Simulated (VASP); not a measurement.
A run of VASP 6.6.1:

Contents of INCAR:

```
SYSTEM = ZnS
ALGO = Normal ; EDIFF = 1E-7
ENCUT = 520 ; GGA = PE
ISIF = 2 ; ISMEAR = -1
LASPH = .True. ; LCHARG = .False.
LREAL = .False. ; LWAVE = .False.
NBANDS = 66 ; NELM = 60
PREC = Accurate ; SIGMA = 0.05
```

KPOINTS

```
k-points
0
Gamma
  8 8 2
  0 0 0
```

File POSCAR:

```
ZnS
1.0
    3.8470787676      0.0000000000      0.0000000000
   -1.9235393838      3.3316679431      0.0000000000
    0.0000000000      0.0000000000     18.8728243620
Zn S
6 6
Direct
    0.3333333333      0.6666666667      0.8332704053
    0.6666666667      0.3333333333      0.3332704053
    0.6666666667      0.3333333333      0.6667872725
    0.3333333333      0.6666666667      0.1667872725
    0.0000000000      0.0000000000      0.5000291213
    0.0000000000      0.0000000000      0.0000291213
    0.3333333333      0.6666666667      0.9581548076
    0.6666666667      0.3333333333      0.4581548076
    0.6666666667      0.3333333333      0.7916436301
    0.3333333333      0.6666666667      0.2916436301
    0.0000000000      0.0000000000      0.6251147633
    0.0000000000      0.0000000000      0.1251147633
```

Potentials or basis: VASP PAW PBE potentials, release 64 (Zn, S).

Launch:

```bash
$ cat potpaw_PBE.64/Zn/POTCAR potpaw_PBE.64/S/POTCAR > POTCAR
$ mpirun -np 1 vasp_std > vasp.out
```

Hardware: 1 thread of Oxide Virtual Turin-like Processor, with other jobs on the host.

**Question.** Estimate the wall time of this run.

**Answer.** It took 12 min on 1 thread of Oxide Virtual Turin-like Processor (shared host), peak memory 0.43 GiB. Counts: scf iterations 17, k points 20.
